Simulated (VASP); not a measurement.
The system is Ga.

```
Ga
1.0
     2.21789   -3.74191    0.00000
     2.21789    3.74191    0.00000
     0.00000    0.00000    4.42496
Ga
4
Cartesian
  2.2179 -2.5772 0.3803
  2.2179 -1.1648 2.5928
  2.2179 2.5772 4.0447
  2.2179 1.1648 1.8322
```

Program: VASP 6.6.1. Alike in all runs: task single point; level LDA; potentials or basis VASP PAW LDA potentials, release 64 (Ga_d); no spin polarisation; cell as given; k mesh 8 × 8 × 7; cutoff (eV) 520.

**Question.** Order these runs on this cell by their pressure, lowest first.
A. smearing methfessel-paxton 1 eV
B. smearing fermi-dirac 0.6 eV
C. smearing fermi-dirac 1 eV

**Answer.** A (0.0 GPa), B (2.4 GPa), C (5.5 GPa).

Caveats: so wide a smearing shifts energies and pressures; the cell stands under pressure (at least some runs).
